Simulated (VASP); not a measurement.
## SiS2: electric field gradients with r2SCAN

The system is SiS2.

```xyz
6
Lattice="-2.8747 4.9105 2.7744 2.8747 -4.9105 2.7744 2.8747 4.9105 -2.7744" Properties=species:S:1:pos:R:3 pbc="T T T"
Si    0.0000    0.0000    4.1615
Si    0.0000    0.0000    1.3872
S     1.7166    3.7785    2.7744
S     1.1581    1.1319    0.0000
S     1.7166    6.0424    0.0000
S     1.1581   -1.1319    2.7744
```

```
Program                : VASP 6.6.1
Task                   : electric field gradients
Functional             : r2SCAN
Potentials or basis    : VASP PAW PBE potentials, release 64 (Si, S)
Cutoff                 : 440 eV
k mesh                 : 8 × 8 × 8
Occupations            : fermi-dirac, width 0.01 eV
Spin                   : no spin polarisation
Dipole correction      : no
Further INCAR settings : ALGO = Normal; EDIFF = 1e-08; NBANDS = 25
```

The pressure is 0.0 GPa, the band gap on the k mesh is 3.31 eV (least direct gap 3.60 eV) and the largest electric field gradient by atom is Si -6.9; S -121.7 V/Å².

Stress tensor (GPa, compression positive):
```
 0.06  0.00  0.00
 0.00  0.07  0.00
 0.00  0.00 -0.18
```

Levels at points of the mesh, in eV from the valence-band top:
```csv
k point,band 14,band 15,band 16,band 17,band 18,band 19
"(0.00, 0.00, 0.00)",-0.89,-0.81,-0.41,4.10,4.55,4.59
"(0.50, 0.00, 0.00)",-1.20,-0.74,-0.74,3.89,3.89,5.47
"(0.00, 0.50, 0.00)",-0.95,-0.70,-0.70,3.84,3.84,5.19
"(0.50, 0.50, 0.00)",-1.40,-1.07,-0.02,4.49,5.13,5.37
"(0.50, 0.50, 0.50)",-1.97,-1.43,-0.19,3.42,4.51,4.81
```

Electric field gradients, principal values (V/Å²):
| atom | least | middle | greatest (by size) |
| --- | --- | --- | --- |
| 1 Si | 2.545 | 4.307 | -6.852 |
| 2 Si | 2.545 | 4.307 | -6.852 |
| 3 S | 19.432 | 102.314 | -121.746 |
| 4 S | 19.432 | 102.314 | -121.746 |
| 5 S | 19.432 | 102.314 | -121.746 |
| 6 S | 19.432 | 102.314 | -121.746 |

Run time: 71 min on 1 thread of Oxide Virtual Turin-like Processor (shared host), peak memory 0.47 GiB.

Caveat: without QUAD_EFG the Cq values of the log hold for a quadrupole moment of 1 mb, not for the nuclei; the PAW data sets were made with another functional, which shifts forces and pressure a little. A k mesh can miss the band edges.
